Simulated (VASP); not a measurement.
A run of VASP 6.6.1 is set up as follows.

Contents of INCAR:

```
SYSTEM = SiH4C16
PREC     = Accurate       ! precision mode
ENCUT    = 520            ! plane-wave cutoff, eV
EDIFF    = 1E-6           ! SCF threshold, eV
ISMEAR   = 0              ! smearing method
SIGMA    = 0.05           ! smearing width, eV
LREAL    = Auto         
LASPH    = .TRUE.         ! aspherical terms in the spheres
NELM     = 150            ! most SCF steps
ALGO     = Normal         ! electronic algorithm
ISIF     = 2              ! what is computed and relaxed
LWAVE    = .FALSE.        ! write WAVECAR
LCHARG   = .FALSE.        ! write CHGCAR
ISPIN    = 2              ! spin polarisation
MAGMOM   = 0 0 0 0 0 0 0 0 0 0 0 0 0 0 0 0 -0.21 0 0 0 0.08 ! initial moments
LORBIT   = 11             ! projections on sites
GGA      = CA             ! functional
NBANDS   = 56             ! bands
```

Contents of KPOINTS:

```
Automatic mesh
0
G
  3 3 1
  0 0 0
```

The input POSCAR:

```
SiH4C16
1.0
    5.0487420000      0.0000000000      0.0000000000
    2.5243710000      4.3723390000      0.0000000000
    0.0000000000      0.0000000000     15.6764260000
H C Si
4 16 1
Direct
    0.1666667848      0.1666666285      0.0637901139
    0.6666667848      0.1666666285      0.0637901139
    0.1666666285      0.6666667429      0.0637901139
    0.6666666285      0.6666667429      0.0637901139
    0.1666667848      0.1666666285      0.1339591052
    0.6666667848      0.1666666285      0.1339591052
    0.1666666285      0.6666667429      0.1339591052
    0.6666666285      0.6666667429      0.1339591052
   -0.1666666285      0.3333332571      0.1668292250
    0.3333333715      0.3333332571      0.1668292250
   -0.1666667848      0.8333333715      0.1668292250
    0.3333332152      0.8333333715      0.1668292250
   -0.1678901035      0.3340177877      0.2702885849
    0.3339660950      0.3339942305      0.2702984086
   -0.1666629193      0.8334072450      0.2592000243
    0.3339927642      0.8321346995      0.2702892228
   -0.0034973539     -0.0034558162      0.2970090249
    0.5070752202     -0.0034800595      0.2970027097
   -0.0035191700      0.5071130121      0.2970044320
    0.5000089560      0.5000385377      0.2893698474
    0.8333271781     -0.1664715385      0.3865772084
```

Potentials or basis: VASP PAW LDA potentials, release 64 (H, C, Si).

Command:

```bash
$ cat potpaw_LDA.64/H/POTCAR potpaw_LDA.64/C/POTCAR potpaw_LDA.64/Si/POTCAR > POTCAR
$ mpirun -np 1 vasp_std > vasp.out
```

Question: What does it give for the net moment?

Answer: 0.00 μB per cell.

Question: Estimate the band gap on the k mesh.

Answer: 0.04 eV, direct.

Question: What does it give for the largest force?

Answer: 3.286 eV/Å.

Forces in eV/Å, atoms in the order of the input:
```
H    0.000  0.000 -0.300
H    0.000  0.004 -0.254
H    0.004 -0.002 -0.254
H   -0.003 -0.002 -0.254
C    0.000  0.000  1.971
C    0.000  0.164  1.775
C    0.142 -0.082  1.775
C   -0.142 -0.082  1.774
C    0.026 -0.013 -1.050
C   -0.023 -0.013 -1.050
C    0.002  0.002 -3.286
C    0.001  0.030 -1.050
C   -0.069  0.035  0.258
C    0.065  0.038  0.253
C    0.002 -0.004 -0.100
C   -0.006 -0.076  0.257
C    0.053  0.031 -0.074
C   -0.054  0.031 -0.070
C    0.000 -0.059 -0.068
C    0.003  0.002 -0.385
Si  -0.002 -0.004  0.133
```

Caveat: the k points lie up to 0.48 Å⁻¹ apart.
